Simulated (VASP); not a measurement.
# W (Im-3m) in VASP: single point with r2SCAN

Aim: the single point of W with r2SCAN.

Everything below comes from runs of VASP 6.6.1. Logs are shortened: lines on timing, memory, paths and dates and some standing lists are left out, and cuts for length are marked.

**1. The cell of the first run**

It takes space group Im-3m (No. 229, cubic). The conventional cell has a = 3.169 Å, b = 3.169 Å, c = 3.169 Å, α = 90.00°, β = 90.00°, γ = 90.00°. W (site symmetry m-3m) has 14 W at 2.74 to 3.17 Å within 3.6 Å.

**2. Single point, r2SCAN**

File POSCAR:

```
W
1.0
   -1.5843276480      1.5843276480      1.5843276480
    1.5843276480     -1.5843276480      1.5843276480
    3.1686552960      3.1686552960      0.0000000000
W
2
Direct
    0.0000000000      0.0000000000      0.0000000000
    0.5000000000      0.5000000000      0.5000000000
```

File INCAR.step1:

```
SYSTEM = W
PREC = Accurate
ENCUT = 520
ISMEAR = -1
SIGMA = 0.05
LREAL = .False.
LASPH = .True.
NELM = 100
NBANDS = 21
GGA = PE
ALGO = Normal
EDIFF = 1E-4
LWAVE = .True.
LCHARG = .False.
```

File INCAR.step2:

```
SYSTEM = W
PREC = Accurate
ENCUT = 520
EDIFF = 1E-7
ISMEAR = -1
SIGMA = 0.05
LREAL = .False.
LASPH = .True.
NELM = 100
ALGO = Normal
ISIF = 2
LWAVE = .False.
LCHARG = .False.
METAGGA = R2SCAN
LMIXTAU = .True.
NBANDS = 21
ISTART = 1
```

File KPOINTS:

```
regular mesh
0
Gamma
  13 13 8
  0 0 0
```

Potentials or basis: VASP PAW PBE potentials, release 64 (W_sv).

Started as:

```bash
$ cat potpaw_PBE.64/W_sv/POTCAR > POTCAR
$ cp INCAR.step1 INCAR
$ mpirun -np 1 vasp_std > vasp.out
$ cp INCAR.step2 INCAR
$ mpirun -np 1 vasp_std > vasp.out
```

OUTCAR:

```text
SYSTEM = W
   PREC = Accurate
   ENCUT = 520
   EDIFF = 1E-7
   ISMEAR = -1
   LREAL = .False.
   LASPH = .True.
   NELM = 100
   ISIF = 2
   METAGGA = R2SCAN
   ISTART = 1

 ion  position               nearest neighbor table
   1  0.000  0.000  0.000-   2 2.74   2 2.74   2 2.74   2 2.74   2 3.17   2 3.17   2 3.17   2 3.17

   2  0.500  0.500  0.500-   1 2.74   1 2.74   1 2.74   1 2.74   1 3.17   1 3.17   1 3.17   1 3.17

  LATTYP: Found a base centered orthorhombic cell.
 ALAT       =     3.1686552960
 B/A-ratio  =     1.4142135624
 C/A-ratio  =     1.4142135624

  Lattice vectors:

 A1 = (  -1.5843276480,   1.5843276480,   1.5843276480)
 A2 = (   1.5843276480,  -1.5843276480,   1.5843276480)
 A3 = (   3.1686552960,   3.1686552960,   0.0000000000)

Analysis of symmetry for initial positions (statically):
=====================================================================
 Subroutine PRICEL returns following result:

  LATTYP: Found a body centered cubic cell.
 ALAT       =     3.1686552960

  Lattice vectors:

 A1 = (  -1.5843276480,   1.5843276480,  -1.5843276480)
 A2 = (  -1.5843276480,  -1.5843276480,   1.5843276480)
 A3 = (   1.5843276480,   1.5843276480,   1.5843276480)

   2 primitive cells build up your supercell.

 Routine SETGRP: Setting up the symmetry group for a
 base centered orthorhombic supercell.

 Subroutine GETGRP returns: Found  8 space group operations
 (whereof  8 operations were pure point group operations)
 out of a pool of  8 trial point group operations.

The static configuration has the point symmetry D_2h.

Analysis of symmetry for dynamics (positions and initial velocities):
=====================================================================
 Subroutine PRICEL returns following result:

  LATTYP: Found a body centered cubic cell.
 ALAT       =     3.1686552960

  Lattice vectors:

 A1 = (  -1.5843276480,   1.5843276480,  -1.5843276480)
 A2 = (  -1.5843276480,  -1.5843276480,   1.5843276480)
 A3 = (   1.5843276480,   1.5843276480,   1.5843276480)

   2 primitive cells build up your supercell.

 Routine SETGRP: Setting up the symmetry group for a
 base centered orthorhombic supercell.

 Subroutine GETGRP returns: Found  8 space group operations
 (whereof  8 operations were pure point group operations)
 out of a pool of  8 trial point group operations.

[... 90 lines left out ...]
   ISTART =      1    job   : 0-new  1-cont  2-samecut
   ICHARG =      0    charge: 1-file 2-atom 10-const
   ISPIN  =      1    spin polarized calculation?
   LNONCOLLINEAR =      F non collinear calculations
   LSORBIT =      F    spin-orbit coupling
   LASPH  =      T    aspherical Exc in radial PAW
   ENCUT  =  520.0 eV  38.22 Ry    6.18 a.u.   5.10  5.10  8.33*2*pi/ulx,y,z
   NELM   =    100;   NELMIN=  2; NELMDL=  0     # of ELM steps
   EDIFF  = 0.1E-06   stopping-criterion for ELM
   LREAL  =      F    real-space projection
   EDIFFG = 0.1E-05   stopping-criterion for IOM
   NSW    =      0    number of steps for IOM
   IBRION =     -1    ionic relax: 0-MD 1-quasi-New 2-CG
   NFREE  =      0    steps in history (QN), initial steepest desc. (CG)
   ISIF   =      2    stress and relaxation
   ISYM   =      2    0-nonsym 1-usesym 2-fastsym
   POTIM  = 0.5000    time-step for ionic-motion
   TEBEG  =    0.0;   TEEND  =   0.0 temperature during run
   PSTRESS=    0.0 pullay stress
   NELECT =      28.0000    total number of electrons
   NUPDOWN=      -1.0000    fix difference up-down
   EMIN   =  10.00;   EMAX   =-10.00  energy-range for DOS
   EFERMI =   0.00;   METHOD = LEGACY
   ISMEAR =    -1;   SIGMA  =   0.05  broadening in eV -4-tet -1-fermi 0-gaus
   EFERMI_NEDOS =   21; number of points for ismear=-14 and -15
   IALGO  =     38    algorithm
   IMIX   =      4    mixing-type and parameters
     AMIX     =   0.40;   BMIX     =  1.00
     AMIX_MAG =   1.60;   BMIX_MAG =  1.00
  volume/ion in A,a.u.               =      15.91       107.35
  Fermi-wavevector in a.u.,A,eV,Ry     =   1.568866  2.964727 33.488570  2.461340
  Thomas-Fermi vector in A             =   2.670834
   LORBIT       =      0    0 simple, 1 ext, 2 COOP (PROOUT), +10 PAW based schemes
   METAGGA = R2SCAN    functional components
   LHFCALC =     F    Hartree Fock is set to
   AEXX    =    0.0000 exact exchange contribution
   IVDW    =     0    specifies the selected vdW correction
   LEPSILON=     F    determine dielectric tensor
   LRPA    =     F    only Hartree local field effects (RPA)
 non-spin polarized calculation
  energy-cutoff  :      520.00
  volume of cell :       31.81
 maximum number of plane-waves:       872
   NGX = 11   NGY = 11   NGZ = 17

 number of electron      28.0000010 magnetization

 Free energy of the ion-electron system (eV)
  ---------------------------------------------------
  ext. energy  EPLUGINS =         0.00000000
  ---------------------------------------------------
  free energy    TOTEN  =      -102.72015844 eV

  energy without entropy =     -102.71553399  energy(sigma->0) =     -102.71784621

 E-fermi :  11.2569     XC(G=0): -14.9376

 val. band max:       11.2343101140   @ k =  -0.3077   0.3077   0.3750
 cond. band min:      11.2606284350   @ k =   0.0769   0.0000   0.0000
 fundamental gap:      0.0263183210
 Fermi energy:        11.2569003077

 k-point     1 :       0.0000    0.0000    0.0000
  band No.  band energies     occupation
      1     -64.8835      2.00000
      2     -64.7345      2.00000
      3     -29.1048      2.00000
      4     -28.1872      2.00000
      5     -27.7555      2.00000
      6     -27.7487      2.00000
[... 565 lines left out ...]
     20      19.4804      0.00000
     21      22.2046      0.00000

 [... further k-points ...]

------------------------ aborting loop because EDIFF is reached ----------------------------------------

  FORCE on cell =-STRESS in cart. coord.  units (eV):
  Direction    XX          YY          ZZ          XY          YZ          ZX
  --------------------------------------------------------------------------------------
  -------------------------------------------------------------------------------------
  Total        0.2411950      0.2411950      0.2681551      0.0964764     -0.0000000     -0.0000000
  in kB       12.1465746     12.1465746     13.5042891      4.8585502     -0.0000000     -0.0000000
  external PRESSURE =      12.5991461 kB  Pullay stress =       0.0000000 kB

 VOLUME and BASIS-vectors are now :
 -----------------------------------------------------------------------------
  energy-cutoff  :      520.00
  volume of cell :       31.81
      direct lattice vectors                 reciprocal lattice vectors
    -1.584327648  1.584327648  1.584327648    -0.157795643  0.157795643  0.315591286
     1.584327648 -1.584327648  1.584327648     0.157795643 -0.157795643  0.315591286
     3.168655296  3.168655296  0.000000000     0.157795643  0.157795643  0.000000000

 POSITION                                       TOTAL-FORCE (eV/Angst)
 -----------------------------------------------------------------------------------
      0.00000      0.00000      0.00000         0.000000      0.000000      0.000000
      1.58433      1.58433      1.58433        -0.000000     -0.000000     -0.000000
 -----------------------------------------------------------------------------------
    total drift:                                0.000000      0.000000      0.000000

  FREE ENERGIE OF THE ION-ELECTRON SYSTEM (eV)
  ---------------------------------------------------
  free  energy   TOTEN  =      -102.7201584398 eV

  energy  without entropy=     -102.7155339875  energy(sigma->0) =     -102.71784621
```

OSZICAR.step1:

```text
N       E                     dE             d eps       ncg     rms          rms(c)
DAV:   1     0.269003490799E+03    0.26900E+03   -0.15735E+04 10314   0.155E+03
DAV:   2    -0.180822918354E+02   -0.28709E+03   -0.27888E+03 11246   0.456E+02
DAV:   3    -0.270722248187E+02   -0.89899E+01   -0.88180E+01 11778   0.794E+01
DAV:   4    -0.271559771565E+02   -0.83752E-01   -0.83681E-01 11145   0.812E+00
DAV:   5    -0.271568085717E+02   -0.83142E-03   -0.83141E-03 11606   0.839E-01    0.294E+01
DAV:   6    -0.261796661530E+02    0.97714E+00   -0.11701E+00 11242   0.106E+01    0.118E+01
DAV:   7    -0.259245948304E+02    0.25507E+00   -0.63630E-01 11675   0.723E+00    0.830E-01
DAV:   8    -0.259161674778E+02    0.84274E-02   -0.11664E-02 10495   0.110E+00    0.114E-01
DAV:   9    -0.259161316838E+02    0.35794E-04   -0.33595E-04 11763   0.165E-01
   1 F= -.25916132E+02 E0= -.25912959E+02  d E =-.634569E-02
```

Wall time 9.2 min (1 thread of Intel Xeon 8259CL, shared host); peak memory 0.25 GiB.

Results:

* Free energy: -102.7202 eV
* Pressure: 1.3 GPa
* Band gap on the k mesh: zero (bands 14 and 15 overlap by 3.42 eV)

Levels at points of the mesh, in eV from the Fermi level:
| k point | band 10 | band 11 | band 12 | band 13 | band 14 | band 15 | band 16 | band 17 | band 18 | band 19 |
| --- | --- | --- | --- | --- | --- | --- | --- | --- | --- | --- |
| (0.00, 0.00, 0.00) | -6.56 | -3.75 | -1.30 | -1.30 | -1.30 | 0.50 | 2.37 | 2.54 | 2.54 | 3.42 |
| (0.00, 0.00, 0.50) | -7.60 | -2.68 | -2.68 | -1.96 | -1.96 | 1.56 | 1.56 | 1.82 | 1.82 | 2.72 |

Caveat: the PAW data sets were made with another functional, which shifts forces and pressure a little; spin-orbit coupling is left out, which moves the levels of the heavy elements.
